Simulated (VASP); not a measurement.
Here is a VASP 6.6.1 calculation.

INCAR

```
PREC = Accurate ; ENCUT = 520
EDIFF = 1E-7 ; ISMEAR = 0
SIGMA = 0.1 ; LREAL = False
LASPH = True ; NELM = 150
ALGO = Normal ; ISIF = 2
LWAVE = False ; LCHARG = True
ISPIN = 2 ; MAGMOM = 0 1 0
LORBIT = 11 ; LMAXMIX = 4
GGA = PE ; LELF = True
LVHAR = True ; NBANDS = 26
```

File KPOINTS:

```
regular mesh
0
Gamma
  6 6 4
```

POSCAR

```
CaRuO
1.0
    3.8204056800      0.0000000000      0.0000000000
   -1.9102028400      3.3085683700      0.0000000000
    0.0000000000      0.0000000000      4.0999348200
Ca Ru O
1 1 1
Direct
    0.6666666700      0.3333333300      0.0000000000
    0.3333333300      0.6666666700      0.5000000000
    0.0000000000      0.0000000000      0.5000000000
```

Potentials or basis: VASP PAW PBE potentials, release 64 (Ca_sv, Ru_pv, O).

The run is started by

```sh
$ cat potpaw_PBE.64/Ca_sv/POTCAR potpaw_PBE.64/Ru_pv/POTCAR potpaw_PBE.64/O/POTCAR > POTCAR
$ mpirun -np 1 vasp_std > vasp.out
```

Problem. What does it give for the pressure?

Solution. -6.0 GPa.

Problem. What does it give for the net moment?

Solution. 1.49 μB per cell.

Problem. Predict the site moments.

Solution. Ca -0.01; Ru +1.28; O +0.13 μB.

Stress tensor (GPa, compression positive):
```
-8.59  0.00  0.00
 0.00 -8.59  0.00
 0.00  0.00 -0.81
```

Caveat: the k points lie up to 0.38 Å⁻¹ apart.
